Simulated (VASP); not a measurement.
The system is Co.

```
Co
1.0
     2.50307    0.00000    0.00000
    -1.25154    2.16772    0.00000
     0.00000    0.00000    8.19467
Co
4
Direct
  0.66667 0.33333 0.75000
  0.00000 0.00000 0.50000
  0.33333 0.66667 0.25000
  0.00000 0.00000 0.00000
```

Base run:

| Quantity | Value |
| --- | --- |
| Program | VASP 6.6.1 |
| Functional | BLYP |
| Dispersion | D3(BJ) |
| Potentials or basis | VASP PAW PBE potentials, release 64 (Co) |
| Cutoff | 520 eV |
| k mesh | 12 × 12 × 4 |
| Occupations | fermi-dirac, width 0.05 eV |
| Spin | collinear spin, ferromagnetic start |
| Starting moments | [2.0, 2.0, 2.0, 2.0] μB |

Its results: pressure -9.4 GPa; net moment 6.56 μB per cell; site moments Co +1.67, +1.65 (each value once) μB.

The run is repeated on the same cell with these changes: functional from BLYP to b88 exchange, pbe correlation; dispersion from D3(BJ) to none; cutoff from 520 eV to 600 eV. What comes out?

Pressure -4.8 GPa; net moment 6.68 μB per cell; site moments Co +1.70, +1.68 (each value once) μB.

Several settings changed at once.

Caveats: the cell stands under tension; the PAW data sets were made with another functional, which shifts forces and pressure a little.
